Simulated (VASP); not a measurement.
Here is a VASP 6.6.1 calculation.

INCAR

```
PREC = Accurate
ENCUT = 520
EDIFF = 1E-7
ISMEAR = -1
SIGMA = 0.05
LREAL = F
LASPH = T
NELM = 60
ALGO = Normal
ISIF = 2
LWAVE = F
LCHARG = F
GGA = PS
NBANDS = 21
```

File KPOINTS:

```
regular mesh
0
Gamma
  11 11 11
```

File POSCAR:

```
Ge
1.0
   -2.5215427109      2.5215427109      1.3666707561
    2.5215427109     -2.5215427109      1.3666707561
    2.5215427109      2.5215427109     -1.3666707561
Ge
2
Direct
    0.5000000000      0.5000000000      0.0000000000
    0.2500000000      0.7500000000      0.5000000000
```

Potentials or basis: VASP PAW PBE potentials, release 64 (Ge_d).

Run with:

```console
$ cat potpaw_PBE.64/Ge_d/POTCAR > POTCAR
$ mpirun -np 1 vasp_std > vasp.out
```

(1) What does it give for the band gap on the k mesh?

(2) Predict the pressure.

Results:

(1) zero (band 14 reaches 9.30 eV, above the bottom of band 15 at 4.15 eV).

(2) 5.0 GPa.

Caveat: the PAW data sets were made with another functional, which shifts forces and pressure a little.
